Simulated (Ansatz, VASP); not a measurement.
**One calculation of GaSb, two programs**

The input INCAR:

```
PREC = Accurate ; ENCUT = 520
EDIFF = 1E-7 ; ISMEAR = 0
SIGMA = 0.15 ; LREAL = False
LASPH = True ; NELM = 80
ALGO = Normal ; ISIF = 2
LWAVE = False ; LCHARG = False
GGA = PS ; NBANDS = 16
```

Contents of KPOINTS:

```
regular mesh
0
Gamma
  14 14 14
```

Contents of POSCAR:

```
GaSb
1.0
    0.0000000000      3.0590000000      3.0590000000
    3.2425400000      0.0000000000      3.0590000000
    3.2425400000      3.0590000000      0.0000000000
Ga Sb
1 1
Direct
    0.0000000000      0.0000000000      0.0000000000
    0.7500000000      0.7500000000      0.7500000000
```

Input for Ansatz:

```yaml
crystal:
  lattice:
    - [0.0, 3.059, 3.059]
    - [3.24254, 0.0, 3.059]
    - [3.24254, 3.059, 0.0]
  atoms:
    - { symbol: Ga, position: [0.0, 0.0, 0.0] }
    - { symbol: Sb, position: [0.75, 0.75, 0.75] }
basis:
  ecutwfc: 420
kpoints:
  mp_grid: { grid: [14, 14, 14] }
hamiltonian:
  xc: pbesol
scf:
  occupations: { method: gaussian, width: 0.15 }
output:
  forces: true
  stress: true
  eigenvalues: true
```

Change from the starting cell: strain +0.0600 x Voigt [1, 0, 0, 0, 0, 0], atoms carried along.

Alike in both runs: task single point; functional PBEsol; k mesh 14 × 14 × 14; occupations gaussian, width 0.15 eV; no spin polarisation.

|  | VASP | Ansatz |
| --- | --- | --- |
| version | VASP 6.6.1 | Ansatz 0.2.0 |
| potentials or method | VASP PAW PBE potentials, release 64 (Ga_d, Sb), cutoff 520 eV | scalar-relativistic, plane waves, PAW |
| valence electrons in the cell | 18 | 28 |

```csv
,VASP,Ansatz,Ansatz less VASP
gap on the k mesh at the Fermi level (eV),none,none,-
pressure (GPa),-2.7,-2.8,-0.07
"traceless stress, the component that is largest in VASP (GPa)",-1.80,-1.80,-0.001
```

VASP's potentials were made for PBE, not for PBEsol. A gap of «none» marks a metal or a gap that the smearing closes. With one functional, cell and mesh, what is left measures potentials, basis and numerics. VASP's potentials hold 18 valence electrons a cell and Ansatz's 28, so a difference there can come from the potentials and not from the codes.

Neither program's run includes spin-orbit coupling.
